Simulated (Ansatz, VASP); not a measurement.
One calculation of Ag, two programs

```
Ag
1.0
     0.00000    2.02444    2.02444
     2.02444    0.00000    2.02444
     2.02444    2.02444    0.00000
Ag
1
Direct
  0.00000 0.00000 0.00000
```

Change from the starting cell: volume scaled by 0.96, PAW files.

Alike in both runs: task electric field gradients; functional r2SCAN; k mesh 14 × 14 × 14; occupations fermi-dirac, width 0.05 eV; no spin polarisation.

```csv
,VASP,Ansatz
version,VASP 6.6.1,Ansatz 0.2.0
potentials or method,"VASP PAW PBE potentials, release 64 (Ag)","PAW with Ansatz's default frozen-core files, scalar-relativistic"
plane-wave cutoff (eV),520,500
valence electrons in the cell,11,19
```

VASP gave:

| Item | Value |
| --- | --- |
| pressure (GPa) | 4.9 |

**Question.** What did Ansatz give for the same quantities?

**Answer.** Pressure (GPa): 4.7.

VASP's potentials were made for PBE, not for r2SCAN. VASP's potentials hold 11 valence electrons a cell and Ansatz's 19, so a difference there can come from the potentials and not from the codes.
